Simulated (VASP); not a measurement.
KBr, 2 atoms in the cell. It takes space group Fm-3m (No. 225, cubic). Conventional cell: a = 6.465 Å, b = 6.465 Å, c = 6.465 Å, α = 90.00°, β = 90.00°, γ = 90.00°. Within 4.3 Å of Br (site symmetry m-3m) lie 6 K at 3.23 Å. K (site symmetry m-3m) has 6 Br at 3.23 Å within 4.3 Å. 

* Program: VASP 6.6.1
* Task: single point
* Functional: r2SCAN
* Dispersion: D3(BJ)
* Potentials or basis: VASP PAW PBE potentials, release 64 (Br, K_sv)
* Cutoff: 520 eV
* k mesh: 7 × 7 × 7
* Occupations: fermi-dirac, width 0.05 eV
* Spin: no spin polarisation
* Dipole correction: no
* Further INCAR settings: ALGO = Normal; EDIFF = 1e-06; NBANDS = 15

Potentials or basis: VASP PAW PBE potentials, release 64 (Br, K_sv).

Launch:

```bash
$ cat potpaw_PBE.64/Br/POTCAR potpaw_PBE.64/K_sv/POTCAR > POTCAR
$ cp INCAR.step1 INCAR
$ mpirun -np 1 vasp_std > vasp.out
$ cp INCAR.step2 INCAR
$ mpirun -np 1 vasp_std > vasp.out
```

Hardware: 1 thread of Intel(R) Xeon(R) 6975P-C (Granite Rapids), on a shared host.

Question: How long does it take, and how much memory?

Answer: Run time: 41 s on 1 thread of Intel(R) Xeon(R) 6975P-C (Granite Rapids), with other jobs on the host, peak memory 0.22 GiB. Counts: k points 20.
